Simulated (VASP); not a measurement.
Input of a VASP 6.6.1 run:

The input INCAR:

```
ALGO = Normal
EDIFF = 1E-6
ENCUT = 520
GGA = PS
ISIF = 2
ISMEAR = 0
LASPH = True
LCHARG = False
LREAL = False
LWAVE = False
NBANDS = 16
NELM = 100
PREC = Accurate
SIGMA = 0.01
```

Contents of KPOINTS:

```
k-points
0
Gamma
  6 6 6
```

Contents of POSCAR:

```
GaAs
1.0
    0.0000000000      2.7292936669      2.7292936669
    2.7292936669      0.0000000000      2.7292936669
    2.7292936669      2.7292936669      0.0000000000
Ga As
1 1
Direct
    0.0000000000      0.0000000000      0.0000000000
    0.2500000000      0.2500000000      0.2500000000
```

Potentials or basis: VASP PAW PBE potentials, release 64 (Ga_d, As).

Launch:

```console
$ cat potpaw_PBE.64/Ga_d/POTCAR potpaw_PBE.64/As/POTCAR > POTCAR
$ mpirun -np 1 vasp_std > vasp.out
```

Task: What does it give for the band gap on the k mesh?

Result: 1.12 eV, indirect (least direct gap 1.27 eV).

Task: Estimate the pressure.

Result: 9.9 GPa.

Caveat: the PAW data sets were made with another functional, which shifts forces and pressure a little. A k mesh can miss the band edges.
